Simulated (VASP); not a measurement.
## Rh: single point with PBE

Rh:

```
Rh
1.0
    -1.35410    1.35410    1.91494
     1.35410   -1.35410    1.91494
     1.35410    1.35410   -1.91494
Rh
1
Direct
  0.00000 0.00000 0.00000
```

```yaml
Program: VASP 6.6.1
Task: single point
Functional: PBE
Potentials_or_basis: VASP PAW PBE potentials, release 64 (Rh_pv)
Cutoff: 520 eV
k_mesh: 28 × 28 × 28
Occupations: gaussian, width 0.1 eV
Spin: no spin polarisation
Dipole_correction: no
Further_INCAR_settings: ALGO = Fast; EDIFF = 1e-06; NBANDS = 14
```

| Property | Result |
| --- | --- |
| Pressure | 0.1 GPa |

Levels at points of the mesh, in eV from the Fermi level:
```csv
k point,band 5,band 6,band 7,band 8,band 9,band 10
"(0.00, 0.00, 0.00)",-2.98,-2.98,-2.98,-0.96,-0.96,16.01
"(0.50, 0.00, 0.00)",-3.05,-3.05,0.55,0.55,0.76,8.43
"(0.50, 0.50, 0.00)",-5.76,0.52,0.95,0.95,3.24,12.01
"(0.50, 0.50, 0.50)",-5.76,0.52,0.95,0.95,3.24,12.01
```

Wall time 3.2 min on 1 thread of Intel(R) Xeon(R) Platinum 8375C CPU @ 2.90GHz (Ice Lake), with other jobs on the host, peak memory 0.38 GiB.
